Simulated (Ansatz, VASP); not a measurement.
## Two plane-wave programs on Y

File POSCAR:

```
Y
1.0
    0.0000000000      2.4850000000      2.6838000000
    2.4850000000      0.0000000000      2.6838000000
    2.4850000000      2.4850000000      0.0000000000
Y
1
Direct
    0.0000000000      0.0000000000      0.0000000000
```

Contents of INCAR.step1:

```
SYSTEM = Y
  PREC = Accurate
  ENCUT = 520
  ISMEAR = 0
  SIGMA = 0.15
  LREAL = .False.
  LASPH = .True.
  NELM = 100
  NBANDS = 12
  GGA = PE
  ALGO = Normal
  EDIFF = 1E-4
  LWAVE = .True.
  LCHARG = .False.
```

The input INCAR.step2:

```
SYSTEM = Y
  PREC = Accurate
  ENCUT = 520
  EDIFF = 1E-6
  ISMEAR = 0
  SIGMA = 0.15
  LREAL = .False.
  LASPH = .True.
  NELM = 100
  ALGO = Normal
  ISIF = 2
  LWAVE = .False.
  LCHARG = .True.
  METAGGA = R2SCAN
  LMIXTAU = .True.
  LELF = .True.
  LVHAR = .True.
  NBANDS = 12
  ISTART = 1
```

Contents of KPOINTS:

```
regular mesh
0
Gamma
  16 16 16
  0 0 0
```

Input for Ansatz:

```yaml
crystal:
  lattice:
    - [0.0, 2.485, 2.6838]
    - [2.485, 0.0, 2.6838]
    - [2.485, 2.485, 0.0]
  atoms:
    - { symbol: "Y", position: [0.0, 0.0, 0.0] }
basis:
  ecutwfc: 500
kpoints:
  mp_grid: { grid: [16, 16, 16] }
hamiltonian:
  xc: r2scan
scf:
  occupations: { method: gaussian, width: 0.15 }
output:
  forces: true
  stress: true
  eigenvalues: true
```

Change from the starting cell: strain +0.000 along x and y, +0.080 along z, atoms carried along.

Alike in both runs: task single point; functional r2SCAN; k mesh 16 × 16 × 16; occupations gaussian, width 0.15 eV; no spin polarisation.

|  | VASP | Ansatz |
| --- | --- | --- |
| version | VASP 6.6.1 | Ansatz 0.2.0 |
| potentials or method | VASP PAW PBE potentials, release 64 (Y_sv), cutoff 520 eV | scalar-relativistic, plane waves, PAW |
| valence electrons in the cell | 11 | 11 |

Ansatz gave:

```
gap on the k mesh at the Fermi level (eV)                     : none
pressure (GPa)                                                : 0.0
traceless stress, the component that is largest in VASP (GPa) : -1.01
```

Question: Which values does VASP return?

Answer: gap on the k mesh at the Fermi level (eV): none; pressure (GPa): 0.1; traceless stress, the component that is largest in VASP (GPa): -1.00.

VASP's potentials were made for PBE, not for r2SCAN. A gap of «none» marks a metal or a gap that the smearing closes. With one functional, cell and mesh, what is left measures potentials, basis and numerics.
